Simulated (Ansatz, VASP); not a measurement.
**One calculation of Sr, two programs**

INCAR

```
PREC = Accurate ; ENCUT = 520
EDIFF = 1E-6 ; ISMEAR = 0
SIGMA = 0.15 ; LREAL = False
LASPH = True ; NELM = 60
ALGO = Fast ; ISIF = 2
LWAVE = False ; LCHARG = True
GGA = PE ; LELF = True
LVHAR = True ; NBANDS = 11
```

File KPOINTS:

```
Automatic mesh
0
Gamma
  14 14 14
```

Contents of POSCAR:

```
Sr
1.0
   -2.5220000000      2.5220000000      2.6190000000
    2.5220000000     -2.5220000000      2.6190000000
    2.5220000000      2.5220000000     -2.6190000000
Sr
1
Direct
    0.0000000000      0.0000000000      0.0000000000
```

Input for Ansatz:

```yaml
crystal:
  lattice:
    - [-2.522, 2.522, 2.619]
    - [2.522, -2.522, 2.619]
    - [2.522, 2.522, -2.619]
  atoms:
    - { symbol: Sr, position: [0.0, 0.0, 0.0] }
basis:
  ecutwfc: 420
kpoints:
  mp_grid: { grid: [14, 14, 14] }
hamiltonian:
  xc: pbe
scf:
  occupations: { method: gaussian, width: 0.15 }
output:
  forces: true
  stress: true
  eigenvalues: true
```

Change from the starting cell: strain +0.040 along x and y, +0.080 along z, atoms carried along.

Alike in both runs: task single point; functional PBE; k mesh 14 × 14 × 14; occupations gaussian, width 0.15 eV; no spin polarisation.

|  | VASP | Ansatz |
| --- | --- | --- |
| version | VASP 6.6.1 | Ansatz 0.2.0 |
| potentials or method | VASP PAW PBE potentials, release 64 (Sr_sv), cutoff 520 eV | scalar-relativistic, plane waves, PAW |
| valence electrons in the cell | 10 | 10 |

|  | VASP | Ansatz | Ansatz less VASP |
| --- | --- | --- | --- |
| gap on the k mesh at the Fermi level (eV) | none | none | - |
| pressure (GPa) | -1.7 | -1.7 | 0.00 |

A gap of «none» marks a metal or a gap that the smearing closes.
